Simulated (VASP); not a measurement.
# ZnS (F-43m) in VASP: further runs, part 3 of 3

VASP 6.6.1. The steps go on from the part before.

## (4) Vibrations by perturbation theory, PBE

This run uses another cell than the first one, of 19.62 Å³/atom, 1.024 times its volume.

File INCAR:

```
SYSTEM = ZnS
PREC = Accurate ; ENCUT = 520
EDIFF = 1E-8 ; ISMEAR = 0
SIGMA = 0.01 ; LREAL = .False.
LASPH = .True. ; NELM = 60
ALGO = Normal ; ISIF = 2
LWAVE = .False. ; LCHARG = .False.
GGA = PE ; IBRION = 8
NSW = 1 ; LEPSILON = .True.
```

File KPOINTS:

```
regular mesh
0
Gamma
  10 10 10
  0 0 0
```

File POSCAR:

```
ZnS
1.0
    0.0000000000      2.6973363710      2.6973363710
    2.6973363710      0.0000000000      2.6973363710
    2.6973363710      2.6973363710      0.0000000000
Zn S
1 1
Direct
    0.0000000000      0.0000000000      0.0000000000
    0.7500000000      0.7500000000      0.7500000000
```

Potentials or basis: VASP PAW PBE potentials, release 64 (Zn, S).

On the command line:

```
$ cat potpaw_PBE.64/Zn/POTCAR potpaw_PBE.64/S/POTCAR > POTCAR
$ mpirun -np 1 vasp_std > vasp.out
```

OUTCAR:

```text
SYSTEM = ZnS
   PREC = Accurate
   ENCUT = 520
   EDIFF = 1E-8
   ISMEAR = 0
   LREAL = .False.
   LASPH = .True.
   NELM = 60
   ISIF = 2
   GGA = PE
   IBRION = 8
   NSW = 1
   LEPSILON = .True.

 ion  position               nearest neighbor table
   1  0.000  0.000  0.000-   2 2.34   2 2.34   2 2.34   2 2.34
   2  0.750  0.750  0.750-   1 2.34   1 2.34   1 2.34   1 2.34

  LATTYP: Found a face centered cubic cell.
 ALAT       =     5.3946727420

  Lattice vectors:

 A1 = (   0.0000000000,   2.6973363710,   2.6973363710)
 A2 = (   2.6973363710,   0.0000000000,   2.6973363710)
 A3 = (   2.6973363710,   2.6973363710,   0.0000000000)

Analysis of symmetry for initial positions (statically):
=====================================================================
 Subroutine PRICEL returns:
 Original cell was already a primitive cell.

 Routine SETGRP: Setting up the symmetry group for a
 face centered cubic supercell.

 Subroutine GETGRP returns: Found 24 space group operations
 (whereof 24 operations were pure point group operations)
 out of a pool of 48 trial point group operations.

The static configuration has the point symmetry T_d .

Analysis of symmetry for dynamics (positions and initial velocities):
=====================================================================
 Subroutine PRICEL returns:
 Original cell was already a primitive cell.

 Routine SETGRP: Setting up the symmetry group for a
 face centered cubic supercell.

 Subroutine GETGRP returns: Found 24 space group operations
 (whereof 24 operations were pure point group operations)
 out of a pool of 48 trial point group operations.

The dynamic configuration has the point symmetry T_d .

 Subroutine INISYM returns: Found 24 space group operations
 (whereof 24 operations are pure point group operations),
 and found     1 'primitive' translations

----------------------------------------------------------------------------------------

                                     Primitive cell

  volume of cell :      39.2496

  direct lattice vectors                    reciprocal lattice vectors
     0.000000000  2.697336371  2.697336371    -0.185368056  0.185368056  0.185368056
     2.697336371  0.000000000  2.697336371     0.185368056 -0.185368056  0.185368056
     2.697336371  2.697336371  0.000000000     0.185368056  0.185368056 -0.185368056

  length of vectors
     3.814609678  3.814609678  3.814609678     0.321066891  0.321066891  0.321066891

  position of ions in fractional coordinates (direct lattice)
     0.000000000  0.000000000  0.000000000
     0.750000000  0.750000000  0.750000000

[... 572 lines left out ...]
 -----------------------------------------------------------------------------
    -0.00036  0.67295  0.00000
     0.67295 -0.00036  0.00000
     0.00000  0.00000  0.00000

--------------------------------------- Ionic step        4  -------------------------------------------

------------------------ aborting loop because EDIFF is reached ----------------------------------------

[... ionic steps 5 to 6 ...]

--------------------------------------- Ionic step        7  -------------------------------------------

 Free energy of the ion-electron system (eV)
  ---------------------------------------------------
  ---------------------------------------------------
  free energy    TOTEN  =        -0.10576068 eV

  energy without entropy =       -0.10576068

------------------------ aborting loop because EDIFF is reached ----------------------------------------

 INTERNAL STRAIN TENSOR  FOR ION    2  DIRECTION 1   (eV/Angst):
 -----------------------------------------------------------------------------
    -0.01519  0.00000  0.00000
     0.00000  0.01507  5.74562
     0.00000  5.74562  0.01507

 MACROSCOPIC STATIC DIELECTRIC TENSOR (including local field effects in DFT)
 ------------------------------------------------------
           5.925051    -0.000000     0.000000
           0.000000     5.925051     0.000000
          -0.000000     0.000000     5.925051
 ------------------------------------------------------

 PIEZOELECTRIC TENSOR (including local field effects)  for field in x, y, z        (e  Angst)
          XX          YY          ZZ          XY          YZ          ZX
  --------------------------------------------------------------------------------
  x     0.00000     0.00000     0.00000     0.00000     1.65943     0.00000
  y     0.00000     0.00000     0.00000     0.00000     0.00000     1.65943
  z    -0.00000     0.00000     0.00000     1.65943     0.00000     0.00000

 PIEZOELECTRIC TENSOR (including local field effects)  for field in x, y, z        (C/m^2)
          XX          YY          ZZ          XY          YZ          ZX
  --------------------------------------------------------------------------------
  x     0.00000     0.00000     0.00000     0.00000     0.67738     0.00000
  y     0.00000     0.00000     0.00000     0.00000     0.00000     0.67738
  z    -0.00000     0.00000     0.00000     0.67738     0.00000     0.00000

 BORN EFFECTIVE CHARGES (including local field effects) (in |e|, cummulative output)
 ---------------------------------------------------------------------------------
 ion    1
    1     2.00112     0.00000     0.00000
    2    -0.00000     2.00112    -0.00000
    3    -0.00000    -0.00000     2.00112
 ion    2
    1    -2.00112     0.00000     0.00000
    2     0.00000    -2.00112     0.00000
    3     0.00000     0.00000    -2.00112

 INTERNAL STRAIN TENSOR FOR ION    2 for displacements in x,y,z  (eV/Angst):
          X           Y           Z          XY          YZ          ZX
  --------------------------------------------------------------------------------
  x    -0.00000     0.00000     0.00000     0.00000     5.74562     0.00000
  y     0.00000    -0.00000     0.00000     0.00000     0.00000     5.74562
  z     0.00000     0.00000    -0.00000     5.74562     0.00000     0.00000

 SECOND DERIVATIVES (NOT SYMMETRIZED)
 ------------------------------------
               1X          1Y          1Z          2X          2Y          2Z
  1X    -5.949274    0.000000    0.000000    5.949274    0.000000    0.000000
  1Y     0.000000   -5.949274    0.000000    0.000000    5.949274    0.000000
  1Z     0.000000    0.000000   -5.949274    0.000000    0.000000    5.949274
  2X     5.924051    0.000000    0.000000   -5.924051    0.000000    0.000000
  2Y     0.000000    5.924051    0.000000    0.000000   -5.924051    0.000000
  2Z     0.000000    0.000000    5.924051    0.000000    0.000000   -5.924051

 Eigenvectors and eigenvalues of the dynamical matrix
 ----------------------------------------------------

   1 f  =    8.209006 THz    51.578704 2PiTHz  273.822957 cm-1    33.949705 meV
             X         Y         Z           dx          dy          dz
      0.000000  0.000000  0.000000     0.000000    0.000000   -0.574430
      4.046005  4.046005  4.046005     0.000000    0.000000    0.818554
[... 21 lines left out ...]
   6 f/i=    0.008200 THz     0.051521 2PiTHz    0.273516 cm-1     0.033912 meV
             X         Y         Z           dx          dy          dz
      0.000000  0.000000  0.000000     0.071609   -0.815416    0.000000
      4.046005  4.046005  4.046005     0.050252   -0.572227    0.000000

--------------------------------------------------------------------------------------------------------

 MACROSCOPIC STATIC DIELECTRIC TENSOR IONIC CONTRIBUTION
 ------------------------------------------------------
           3.109800    -0.000000    -0.000000
          -0.000000     3.109800    -0.000000
          -0.000000    -0.000000     3.109800
 ------------------------------------------------------

 ELASTIC MODULI CONTR FROM IONIC RELAXATION (kBar)
 Direction    XX          YY          ZZ          XY          YZ          ZX
 --------------------------------------------------------------------------------
 XX          -0.0000     -0.0000      0.0000     -0.0000      0.0000      0.0000
 YY          -0.0000     -0.0000     -0.0000     -0.0000     -0.0000      0.0000
 ZZ           0.0000     -0.0000     -0.0000      0.0000     -0.0000      0.0000
 XY          -0.0000     -0.0000      0.0000   -227.0273      0.0000      0.0000
 YZ           0.0000     -0.0000     -0.0000      0.0000   -227.0273      0.0000
 ZX           0.0000      0.0000      0.0000      0.0000      0.0000   -227.0273
 --------------------------------------------------------------------------------

 PIEZOELECTRIC TENSOR IONIC CONTR  for field in x, y, z        (C/m^2)
          XX          YY          ZZ          XY          YZ          ZX
  --------------------------------------------------------------------------------
  x     0.00000    -0.00000    -0.00000     0.00000    -0.79064     0.00000
  y     0.00000     0.00000     0.00000     0.00000     0.00000    -0.79064
  z    -0.00000    -0.00000     0.00000    -0.79064     0.00000     0.00000
```

stdout:

```text
POSCAR found type information on POSCAR ZnS
 POSCAR found :  2 types and       2 ions
 scaLAPACK will be used
 LDA part: xc-table for (Slater+PW92), standard interpolation
 POSCAR, INCAR and KPOINTS ok, starting setup
 FFT: planning ... GRIDC
 FFT: planning ... GRID_SOFT
 FFT: planning ... GRID
 WAVECAR not read
 entering main loop
[... 23 lines left out ...]
  Direction:   3
 dielectric tensor                  component  3 :     0.741     0.883     5.925
 Linear response DOF=           2
 Linear response progress:
 first order change of Fermi-energy  -0.38172E-01
 force on displaced ion       1 direction 1 :  -5.949  -0.000  -0.000
 Born effective charge ion    1 direction 1 :   1.999   0.000   0.000
 Linear response progress:
 first order change of Fermi-energy   0.38461E-01
 force on displaced ion       2 direction 1 :  -5.924  -0.000  -0.000
 Born effective charge ion    2 direction 1 :  -2.002   0.000   0.000
 Born effective charges drift removed
 Linear response finished
```

Wall time 6.4 min (1 thread of Intel Xeon Platinum 8488C (Sapphire Rapids), shared host); peak memory 0.36 GiB.

Results:

```
Electronic dielectric tensor (diagonal)                 : 5.93
Born charges (mean of the diagonal)                     : Zn +2.00; S -2.00 e
Highest phonon frequency at Γ, LO-TO splitting left out : 274 cm⁻¹
```

Phonon frequencies in cm⁻¹ (negative: imaginary):
```csv
q point,frequencies
"(0.000, 0.000, 0.000)",0 0 0 274 274 274
```

Electronic dielectric tensor:
```
5.93 0.00 0.00
0.00 5.93 0.00
0.00 0.00 5.93
```

Born effective charge tensors (e):
atom 1, Zn
```
2.00 0.00 0.00
0.00 2.00 0.00
0.00 0.00 2.00
```
atom 2, S
```
-2.00  0.00  0.00
 0.00 -2.00  0.00
 0.00  0.00 -2.00
```

Caveat: the cell wasn't relaxed at this level first, which shifts response properties.

## (5) Vibrations by perturbation theory, PBE

This run uses another cell than the first one, of 17.72 Å³/atom, 0.925 times its volume.

File INCAR:

```
SYSTEM = ZnS
  PREC = Accurate
  ENCUT = 520
  EDIFF = 1E-8
  ISMEAR = 0
  SIGMA = 0.01
  LREAL = .False.
  LASPH = .True.
  NELM = 80
  ALGO = Normal
  ISIF = 2
  LWAVE = .False.
  LCHARG = .False.
  GGA = PE
  NBANDS = 16
  IBRION = 8
  NSW = 1
  LEPSILON = .True.
```

KPOINTS is that of step 4.

File POSCAR:

```
ZnS
1.0
    0.0000000000      2.6068539990      2.6068539990
    2.6068539990      0.0000000000      2.6068539990
    2.6068539990      2.6068539990      0.0000000000
Zn S
1 1
Direct
    0.0000000000      0.0000000000      0.0000000000
    0.7500000000      0.7500000000      0.7500000000
```

Potentials or basis: VASP PAW PBE potentials, release 64 (Zn, S).

On the command line:

```
$ cat potpaw_PBE.64/Zn/POTCAR potpaw_PBE.64/S/POTCAR > POTCAR
$ mpirun -np 1 vasp_std > vasp.out
```

OUTCAR:

```text
SYSTEM = ZnS
   PREC = Accurate
   ENCUT = 520
   EDIFF = 1E-8
   ISMEAR = 0
   LREAL = .False.
   LASPH = .True.
   NELM = 80
   ISIF = 2
   GGA = PE
   IBRION = 8
   NSW = 1
   LEPSILON = .True.

 ion  position               nearest neighbor table
   1  0.000  0.000  0.000-   2 2.26   2 2.26   2 2.26   2 2.26
   2  0.750  0.750  0.750-   1 2.26   1 2.26   1 2.26   1 2.26

  LATTYP: Found a face centered cubic cell.
 ALAT       =     5.2137079980

  Lattice vectors:

 A1 = (   0.0000000000,   2.6068539990,   2.6068539990)
 A2 = (   2.6068539990,   0.0000000000,   2.6068539990)
 A3 = (   2.6068539990,   2.6068539990,   0.0000000000)

Analysis of symmetry for initial positions (statically):
=====================================================================
 Subroutine PRICEL returns:
 Original cell was already a primitive cell.

 Routine SETGRP: Setting up the symmetry group for a
 face centered cubic supercell.

 Subroutine GETGRP returns: Found 24 space group operations
 (whereof 24 operations were pure point group operations)
 out of a pool of 48 trial point group operations.

The static configuration has the point symmetry T_d .

Analysis of symmetry for dynamics (positions and initial velocities):
=====================================================================
 Subroutine PRICEL returns:
 Original cell was already a primitive cell.

 Routine SETGRP: Setting up the symmetry group for a
 face centered cubic supercell.
[... 714 lines left out ...]

 PIEZOELECTRIC TENSOR (including local field effects)  for field in x, y, z        (C/m^2)
          XX          YY          ZZ          XY          YZ          ZX
  --------------------------------------------------------------------------------
  x     0.00000    -0.00000    -0.00000     0.00000     0.63895     0.00000
  y     0.00000     0.00000     0.00000     0.00000     0.00000     0.63895
  z     0.00000    -0.00000    -0.00000     0.63895     0.00000     0.00000

 BORN EFFECTIVE CHARGES (including local field effects) (in |e|, cummulative output)
 ---------------------------------------------------------------------------------
 ion    1
    1     1.86219    -0.00000    -0.00000
    2     0.00000     1.86219     0.00000
    3    -0.00000    -0.00000     1.86219
 ion    2
    1    -1.86219     0.00000     0.00000
    2     0.00000    -1.86219    -0.00000
    3     0.00000     0.00000    -1.86219

 INTERNAL STRAIN TENSOR FOR ION    2 for displacements in x,y,z  (eV/Angst):
          X           Y           Z          XY          YZ          ZX
  --------------------------------------------------------------------------------
  x    -0.00000     0.00000     0.00000     0.00000     9.99484     0.00000
  y     0.00000    -0.00000     0.00000     0.00000     0.00000     9.99484
  z     0.00000     0.00000    -0.00000     9.99484     0.00000     0.00000

 SECOND DERIVATIVES (NOT SYMMETRIZED)
 ------------------------------------
               1X          1Y          1Z          2X          2Y          2Z
  1X    -8.286353    0.000000    0.000000    8.286353    0.000000    0.000000
  1Y     0.000000   -8.286353    0.000000    0.000000    8.286353    0.000000
  1Z     0.000000    0.000000   -8.286353    0.000000    0.000000    8.286353
  2X     8.358113    0.000000    0.000000   -8.358113    0.000000    0.000000
  2Y     0.000000    8.358113    0.000000    0.000000   -8.358113    0.000000
  2Z     0.000000    0.000000    8.358113    0.000000    0.000000   -8.358113

 Eigenvectors and eigenvalues of the dynamical matrix
 ----------------------------------------------------

   1 f  =    9.730108 THz    61.136074 2PiTHz  324.561478 cm-1    40.240477 meV
             X         Y         Z           dx          dy          dz
      0.000000  0.000000  0.000000     0.000000    0.571954    0.000000
      3.910281  3.910281  3.910281     0.000000   -0.820286    0.000000
[... 21 lines left out ...]
   6 f/i=    0.019682 THz     0.123663 2PiTHz    0.656506 cm-1     0.081396 meV
             X         Y         Z           dx          dy          dz
      0.000000  0.000000  0.000000     0.000000    0.000000    0.820286
      3.910281  3.910281  3.910281     0.000000    0.000000    0.571954

--------------------------------------------------------------------------------------------------------

 MACROSCOPIC STATIC DIELECTRIC TENSOR IONIC CONTRIBUTION
 ------------------------------------------------------
           2.128098    -0.000000    -0.000000
          -0.000000     2.128098     0.000000
          -0.000000     0.000000     2.128098
 ------------------------------------------------------

 ELASTIC MODULI CONTR FROM IONIC RELAXATION (kBar)
 Direction    XX          YY          ZZ          XY          YZ          ZX
 --------------------------------------------------------------------------------
 XX          -0.0000      0.0000      0.0000     -0.0000      0.0000     -0.0000
 YY           0.0000     -0.0000     -0.0000     -0.0000     -0.0000      0.0000
 ZZ           0.0000     -0.0000     -0.0000      0.0000     -0.0000     -0.0000
 XY          -0.0000     -0.0000      0.0000   -541.8938      0.0000      0.0000
 YZ           0.0000     -0.0000     -0.0000      0.0000   -541.8938      0.0000
 ZX          -0.0000      0.0000     -0.0000      0.0000      0.0000   -541.8938
 --------------------------------------------------------------------------------

 PIEZOELECTRIC TENSOR IONIC CONTR  for field in x, y, z        (C/m^2)
          XX          YY          ZZ          XY          YZ          ZX
  --------------------------------------------------------------------------------
  x     0.00000    -0.00000    -0.00000     0.00000    -1.01047     0.00000
  y    -0.00000     0.00000    -0.00000    -0.00000     0.00000    -1.01047
  z    -0.00000    -0.00000     0.00000    -1.01047     0.00000     0.00000
```

It took 18 min on 1 thread of Intel Xeon Platinum 8259CL at 2.50GHz (Skylake/Cascade Lake), shared host; peak memory 0.35 GiB.

Results:

- Electronic dielectric tensor (diagonal): 5.92
- Born charges (mean of the diagonal): Zn +1.86; S -1.86 e
- Highest phonon frequency at Γ, LO-TO splitting left out: 325 cm⁻¹

Phonon frequencies in cm⁻¹ (negative: imaginary):
```
              q point           frequencies
(0.000, 0.000, 0.000)  -1 -1 -1 325 325 325
```

Electronic dielectric tensor:
```
5.92 0.00 0.00
0.00 5.92 0.00
0.00 0.00 5.92
```

Born effective charge tensors (e):
atom 1, Zn
```
1.86 0.00 0.00
0.00 1.86 0.00
0.00 0.00 1.86
```
atom 2, S
```
-1.86  0.00  0.00
 0.00 -1.86  0.00
 0.00  0.00 -1.86
```

Caveat: the cell wasn't relaxed at this level first, which shifts response properties.
